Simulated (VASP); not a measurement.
**Ni: single point with LDA**

Ni:

```
Ni
1.0
     0.00000    1.60254    1.60254
     1.60254    0.00000    1.60254
     1.60254    1.60254    0.00000
Ni
1
Direct
  0.00000 0.00000 0.00000
```

```json
{
 "Program": "VASP 6.6.1",
 "Task": "single point",
 "Functional": "LDA",
 "Potentials or basis": "VASP PAW LDA potentials, release 64 (Ni)",
 "Cutoff": "520 eV",
 "k mesh": "24 × 24 × 24",
 "Occupations": "gaussian, width 0.15 eV",
 "Spin": "collinear spin, ferromagnetic start",
 "Starting moments": "[0.75] μB",
 "Fixed moment": "0.75 μB",
 "Dipole correction": "no",
 "Further INCAR settings": "ALGO = Fast; EDIFF = 1e-07; NBANDS = 15"
}
```

```json
{"Pressure": "83.0 GPa", "Net moment": "0.75 μB per cell", "Site moments": "Ni +0.73 μB", "Valence electrons inside the program's atomic spheres": "Ni 9.97"}
```

Wall time 4 min on 1 thread of Intel(R) Xeon(R) Platinum 8259CL CPU @ 2.50GHz (Skylake/Cascade Lake), on a shared host, peak memory 0.18 GiB.

Caveat: the cell stands under pressure; the total moment is fixed, so each spin has its own Fermi level.
